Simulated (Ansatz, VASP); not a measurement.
# One calculation of B2AsN, two programs

INCAR

```
SYSTEM = B2AsN
ALGO     = Normal         ! electronic algorithm
EDIFF    = 1E-6           ! SCF threshold, eV
ENCUT    = 520            ! plane-wave cutoff, eV
GGA      = PE             ! functional
ISIF     = 2              ! what is computed and relaxed
ISMEAR   = -1             ! smearing method
LASPH    = .TRUE.         ! aspherical terms in the spheres
LCHARG   = .FALSE.        ! write CHGCAR
LREAL    = .FALSE.        ! projectors in reciprocal space
LWAVE    = .FALSE.        ! write WAVECAR
NBANDS   = 16             ! bands
NELM     = 100            ! most SCF steps
PREC     = Accurate       ! precision mode
SIGMA    = 0.02           ! smearing width, eV
```

File KPOINTS:

```
k-points
0
G
  8 8 6
  0 0 0
```

POSCAR

```
B2AsN
1.0
    2.9346479819      0.0000000000      0.0000000000
    0.0000000000      2.9346479819      0.0000000000
    0.0000000000      0.0000000000      4.2108225795
N B As
1 2 1
Direct
    0.0000000000      0.0000000000      0.0000000000
    0.0000000000      0.5000000000      0.8031805781
    0.5000000000      0.0000000000      0.1968194219
    0.5000000000      0.5000000000      0.5000000000
```

Input for Ansatz:

```yaml
crystal:
  lattice:
    - [2.9346479819, 0.0, 0.0]
    - [0.0, 2.9346479819, 0.0]
    - [0.0, 0.0, 4.2108225795]
  atoms:
    - { symbol: "N", position: [0.0, 0.0, 0.0] }
    - { symbol: B, position: [0.0, 0.5, 0.8031805781] }
    - { symbol: As, position: [0.5, 0.5, 0.5] }
    - { symbol: B, position: [0.5, 0.0, 0.1968194219] }
kpoints:
  mp_grid: { grid: [8, 8, 6] }
hamiltonian:
  xc: pbe
scf:
  occupations: { method: fermi_dirac, width: 0.02 }
  n_extra_bands: 5
output:
  forces: true
  stress: true
  eigenvalues: true
```

Alike in both runs: task single point; functional PBE; k mesh 8 × 8 × 6; occupations fermi-dirac, width 0.02 eV; no spin polarisation.

```csv
,VASP,Ansatz
version,VASP 6.6.1,Ansatz 0.2.0
potentials or method,"VASP PAW PBE potentials, release 64 (N, B, As)","plane waves, PAW"
plane-wave cutoff (eV),520,420
valence electrons in the cell,16,26
```

VASP gave:

```
pressure (GPa)                     : 15.3
rms of the force components (eV/Å) : 0.195
```

Estimate Ansatz's values.

pressure (GPa): 14.2; rms of the force components (eV/Å): 0.146.

The functional is the same, so the differences come from potentials, cutoffs and numerics. VASP's potentials hold 16 valence electrons a cell and Ansatz's 26, so a difference there can come from the potentials and not from the codes.
